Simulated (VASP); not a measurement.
# Si (I4_1/amd) in VASP: phonons with PBEsol+D3(BJ)

Aim: the phonons of Si with PBEsol+D3(BJ).

Everything below comes from runs of VASP 6.6.1. Logs are shortened: lines on timing, memory, paths and dates and some standing lists are left out, and cuts for length are marked.

### 1 The cell of the first run

Symmetry: I4_1/amd, No. 141, tetragonal system. Conventional cell: a = 4.743 Å, b = 4.743 Å, c = 2.659 Å, α = 90.00°, β = 90.00°, γ = 90.00°. Within 3.3 Å of Si (site symmetry -4m2) lie 10 Si at 2.46 to 3.10 Å.

### 2 Phonons, PBEsol+D3(BJ)

INCAR reads:

```
ALGO = Normal
EDIFF = 1E-8
ENCUT = 520
GGA = PS
IBRION = 6
ISIF = 2
ISMEAR = 1
IVDW = 12
LASPH = True
LCHARG = False
LREAL = False
LWAVE = False
NELM = 100
NFREE = 2
NSW = 1
POTIM = 0.015
PREC = Accurate
SIGMA = 0.1
```

KPOINTS reads:

```
k-points
0
Gamma
  14 14 14
```

POSCAR reads:

```
Si
1.0
   -2.3713723000      2.3713723000      1.3292653900
    2.3713723000     -2.3713723000      1.3292653900
    2.3713723000      2.3713723000     -1.3292653900
Si
2
Direct
    0.2500000000      0.7500000000      0.5000000000
    0.5000000000      0.5000000000      0.0000000000
```

Potentials or basis: VASP PAW PBE potentials, release 64 (Si).

Started as:

```console
> cat potpaw_PBE.64/Si/POTCAR > POTCAR
> mpirun -np 1 vasp_std > vasp.out
```

OUTCAR:

```text
EDIFF = 1E-8
   ENCUT = 520
   GGA = PS
   IBRION = 6
   ISIF = 2
   ISMEAR = 1
   IVDW = 12
   LASPH = True
   LREAL = False
   NELM = 100
   NFREE = 2
   NSW = 1
   POTIM = 0.015
   PREC = Accurate
 IVDW          = 12

 ion  position               nearest neighbor table
   1  0.250  0.750  0.500-   2 2.46   2 2.46   2 2.46   2 2.46   2 3.10   2 3.10   2 3.10   2 3.10

   2  0.500  0.500  0.000-   1 2.46   1 2.46   1 2.46   1 2.46   1 3.10   1 3.10   1 3.10   1 3.10

  LATTYP: Found a body centered tetragonal cell.
 ALAT       =     4.7427446000
 C/A-ratio  =     0.5605468994

  Lattice vectors:

 A1 = (  -2.3713723000,   2.3713723000,   1.3292653900)
 A2 = (   2.3713723000,  -2.3713723000,   1.3292653900)
 A3 = (   2.3713723000,   2.3713723000,  -1.3292653900)

Analysis of symmetry for initial positions (statically):
=====================================================================
 Subroutine PRICEL returns:
 Original cell was already a primitive cell.

 Routine SETGRP: Setting up the symmetry group for a
 body centered tetragonal supercell.

 Subroutine GETGRP returns: Found 16 space group operations
 (whereof  8 operations were pure point group operations)
 out of a pool of 16 trial point group operations.

The static configuration has the point symmetry D_2d.
 The point group associated with its full space group is D_4h.

Analysis of symmetry for dynamics (positions and initial velocities):
=====================================================================
 Subroutine PRICEL returns:
 Original cell was already a primitive cell.

 Routine SETGRP: Setting up the symmetry group for a
 body centered tetragonal supercell.

 Subroutine GETGRP returns: Found 16 space group operations
 (whereof  8 operations were pure point group operations)
 out of a pool of 16 trial point group operations.

The dynamic configuration has the point symmetry D_2d.
 The point group associated with its full space group is D_4h.

 Subroutine INISYM returns: Found 16 space group operations
 (whereof  8 operations are pure point group operations),
 and found     1 'primitive' translations

----------------------------------------------------------------------------------------

                                     Primitive cell

  volume of cell :      29.9000

  direct lattice vectors                    reciprocal lattice vectors
    -2.371372300  2.371372300  1.329265390     0.000000000  0.210848377  0.376147610
     2.371372300 -2.371372300  1.329265390     0.210848377  0.000000000  0.376147610
     2.371372300  2.371372300 -1.329265390     0.210848377  0.210848377  0.000000000

  length of vectors
     3.607458891  3.607458891  3.607458891     0.431212317  0.431212317  0.298184634

  position of ions in fractional coordinates (direct lattice)
     0.250000000  0.750000000  0.500000000
     0.500000000  0.500000000  0.000000000

  ion indices of the primitive-cell ions
   primitive index   ion index
                 1           1
                 2           2

----------------------------------------------------------------------------------------

 KPOINTS: k-points

Automatic generation of k-mesh.
 Grid dimensions read from file:
 generate k-points for:   14   14   14

 Generating k-lattice:

  Cartesian coordinates                     Fractional coordinates (reciprocal lattice)
     0.000000000  0.015060598  0.026867686     0.071428571  0.000000000  0.000000000
     0.015060598  0.000000000  0.026867686     0.000000000  0.071428571  0.000000000
     0.015060598  0.015060598  0.000000000     0.000000000  0.000000000  0.071428571

  Length of vectors
     0.030800880  0.030800880  0.021298902

  Shift w.r.t. Gamma in fractional coordinates (k-lattice)
     0.000000000  0.000000000  0.000000000

 Subroutine IBZKPT returns following result:
 ===========================================

 Found    244 irreducible k-points:

 Following reciprocal coordinates:
            Coordinates               Weight
  0.000000  0.000000  0.000000      1.000000
  0.071429  0.000000 -0.000000      8.000000
  0.142857  0.000000 -0.000000      8.000000
  0.214286  0.000000 -0.000000      8.000000
  0.285714  0.000000 -0.000000      8.000000
  0.357143  0.000000 -0.000000      8.000000
[... 16 lines left out ...]
  0.214286  0.142857 -0.000000     16.000000
  0.285714  0.142857 -0.000000     16.000000
 [... further k-points ...]
   k-points           NKPTS =    244   k-points in BZ     NKDIM =    244   number of bands    NBANDS=      8
   number of dos      NEDOS =    301   number of ions     NIONS =      2
   total plane-waves  NPLWV =  21952
   dimension x,y,z NGX =    28 NGY =   28 NGZ =   28
   dimension x,y,z NGXF=    56 NGYF=   56 NGZF=   56
   ions per type =               2
   NGX,Y,Z   is equivalent  to a cutoff of  12.90, 12.90, 12.90 a.u.
   NGXF,Y,Z  is equivalent  to a cutoff of  25.81, 25.81, 25.81 a.u.
 SYSTEM =  unknown system
   PREC   = accura    normal or accurate (medium, high low for compatibility)
   ISTART =      0    job   : 0-new  1-cont  2-samecut
   ICHARG =      2    charge: 1-file 2-atom 10-const
   ISPIN  =      1    spin polarized calculation?
   LNONCOLLINEAR =      F non collinear calculations
   LSORBIT =      F    spin-orbit coupling
   LASPH  =      T    aspherical Exc in radial PAW
   ENCUT  =  520.0 eV  38.22 Ry    6.18 a.u.   6.71  6.71  6.71*2*pi/ulx,y,z
   NELM   =    100;   NELMIN=  2; NELMDL= -5     # of ELM steps
   EDIFF  = 0.1E-07   stopping-criterion for ELM
   LREAL  =      F    real-space projection
   EDIFFG = 0.1E-06   stopping-criterion for IOM
   NSW    =     61    number of steps for IOM
   IBRION =      6    ionic relax: 0-MD 1-quasi-New 2-CG
   NFREE  =      2    steps in history (QN), initial steepest desc. (CG)
   ISIF   =      2    stress and relaxation
   ISYM   =      2    0-nonsym 1-usesym 2-fastsym
   POTIM  = 0.0150    time-step for ionic-motion
   TEBEG  =    0.0;   TEEND  =   0.0 temperature during run
   PSTRESS=    0.0 pullay stress
   NELECT =       8.0000    total number of electrons
   NUPDOWN=      -1.0000    fix difference up-down
   EMIN   =  10.00;   EMAX   =-10.00  energy-range for DOS
   EFERMI =   0.00;   METHOD = LEGACY
   ISMEAR =     1;   SIGMA  =   0.10  broadening in eV -4-tet -1-fermi 0-gaus
   EFERMI_NEDOS =   21; number of points for ismear=-14 and -15
   IALGO  =     38    algorithm
   IMIX   =      4    mixing-type and parameters
     AMIX     =   0.40;   BMIX     =  1.00
     AMIX_MAG =   1.60;   BMIX_MAG =  1.00
  volume/ion in A,a.u.               =      14.95       100.89
  Fermi-wavevector in a.u.,A,eV,Ry     =   1.054908  1.993486 15.140973  1.112830
  Thomas-Fermi vector in A             =   2.190086
   LORBIT       =      0    0 simple, 1 ext, 2 COOP (PROOUT), +10 PAW based schemes
   GGA     = PS    functional components
   LHFCALC =     F    Hartree Fock is set to
   AEXX    =    0.0000 exact exchange contribution
   IVDW    =    12    specifies the selected vdW correction
   LEPSILON=     F    determine dielectric tensor
   LRPA    =     F    only Hartree local field effects (RPA)
 finite differences with symmetry
 non-spin polarized calculation
 Methfessel and Paxton  Order N= 1 SIGMA  =   0.10
  energy-cutoff  :      520.00
  volume of cell :       29.90
 maximum number of plane-waves:       818
   NGX = 13   NGY = 13   NGZ = 13

--------------------------------------- Ionic step        1  -------------------------------------------

 number of electron       8.0000000 magnetization

 Free energy of the ion-electron system (eV)
  ---------------------------------------------------
  ext. energy  EPLUGINS =         0.00000000
  ---------------------------------------------------
  free energy    TOTEN  =       -11.11865111 eV

  energy without entropy =      -11.11871087  energy(sigma->0) =      -11.11867103

------------------------ aborting loop because EDIFF is reached ----------------------------------------

 Edisp (eV)   -0.72164

 E8    (eV) :    -0.4565
[... 151 lines left out ...]
--------------------------------------- Ionic step        5  -------------------------------------------

 number of electron       8.0000000 magnetization

 Free energy of the ion-electron system (eV)
  ---------------------------------------------------
  ext. energy  EPLUGINS =         0.00000000
  ---------------------------------------------------
  free energy    TOTEN  =       -11.11854603 eV

  energy without entropy =      -11.11859926  energy(sigma->0) =      -11.11856377

 E-fermi :   9.3697     XC(G=0): -11.0490

 val. band max:        9.3666017889   @ k =   0.0714   0.0714   0.0714
 cond. band min:       9.3810507758   @ k =   0.6429   0.0000  -0.3571
 fundamental gap:      0.0144489869
 Fermi energy:         9.3696684212

 k-point     1 :       0.0000    0.0000    0.0000
  band No.  band energies     occupation
      1      -4.5627      2.00000
      2       6.8992      2.00000
      3       6.9163      2.00000
      4       7.6170      2.00000
      5      10.8388     -0.00000
      6      16.9010      0.00000
      7      18.4718      0.00000
      8      18.5016      0.00000
[... 243 lines left out ...]
 k-point    24 :       0.2857    0.1429   -0.0000
  band No.  band energies     occupation
      1      -0.2387      2.00000
      2       5.1429      2.00000
      3       6.5011      2.00000
      4       6.9728      2.00000
      5       9.5873     -0.00869
      6      11.5515      0.00000
      7      12.5785      0.00000
      8      14.3514      0.00000

 [... further k-points ...]

------------------------ aborting loop because EDIFF is reached ----------------------------------------

 Edisp (eV)   -0.72164

 E8    (eV) :    -0.4565
[... 25 lines left out ...]
  FREE ENERGIE OF THE ION-ELECTRON SYSTEM (eV)
  ---------------------------------------------------
  free  energy   TOTEN  =       -11.8401872334 eV

  energy  without entropy=      -11.8402404684  energy(sigma->0) =      -11.84020498

 INTERNAL STRAIN TENSORS FROM DISPLACED ATOMS
 ============================================

 INTERNAL STRAIN TENSOR FOR ION    1 for displacements in x,y,z  (eV/Angst):
          X           Y           Z          XY          YZ          ZX
  --------------------------------------------------------------------------------
  x     0.00000     0.00000     0.00000     0.00000     0.00000     0.70796
  y     0.00000     0.00000     0.00000     0.00000    -0.70796     0.00000
  z     3.89443    -3.89443     0.00000     0.00000     0.00000     0.00000

 INTERNAL STRAIN TENSOR FOR ION    2 for displacements in x,y,z  (eV/Angst):
          X           Y           Z          XY          YZ          ZX
  --------------------------------------------------------------------------------
  x     0.00000     0.00000     0.00000     0.00000     0.00000    -0.70796
  y     0.00000     0.00000     0.00000     0.00000     0.70796     0.00000
  z    -3.89443     3.89443     0.00000     0.00000     0.00000     0.00000

 Eigenvectors and eigenvalues of the dynamical matrix
 ----------------------------------------------------

   1 f  =   10.150902 THz    63.780001 2PiTHz  338.597659 cm-1    41.980740 meV
             X         Y         Z           dx          dy          dz
      2.371372  0.000000  0.664633    -0.000000   -0.707107   -0.000000
      0.000000  0.000000  1.329265     0.000000    0.707107    0.000000
[... 21 lines left out ...]
   6 f/i=    0.000000 THz     0.000001 2PiTHz    0.000005 cm-1     0.000001 meV
             X         Y         Z           dx          dy          dz
      2.371372  0.000000  0.664633    -0.532786    0.460217    0.065869
      0.000000  0.000000  1.329265    -0.532786    0.460217    0.065869

 ELASTIC MODULI CONTR FROM IONIC RELAXATION (kBar)
 Direction    XX          YY          ZZ          XY          YZ          ZX
 --------------------------------------------------------------------------------
 XX        -871.5822    871.5822      0.0000      0.0000      0.0000      0.0000
 YY         871.5822   -871.5822      0.0000      0.0000     -0.0000     -0.0000
 ZZ           0.0000      0.0000      0.0000      0.0000      0.0000      0.0000
 XY           0.0000      0.0000      0.0000      0.0000      0.0000      0.0000
 YZ           0.0000     -0.0000      0.0000      0.0000     -4.5363     -0.0000
 ZX           0.0000     -0.0000      0.0000      0.0000     -0.0000     -4.5363
 --------------------------------------------------------------------------------
```

Run time: 5.6 min. Hardware: 1 thread of AMD EPYC 7R13 (Zen 3), shared host; peak memory 0.34 GiB.

What came out:

* Highest phonon frequency at Γ: 339 cm⁻¹
* Dispersion energy per atom: -0.361 eV

Phonon frequencies in cm⁻¹ (negative: imaginary):
| q point | frequencies |
| --- | --- |
| (0.000, 0.000, 0.000) | 0 0 0 134 339 339 |

Caveat: the cell wasn't relaxed at this level first, which shifts response properties.
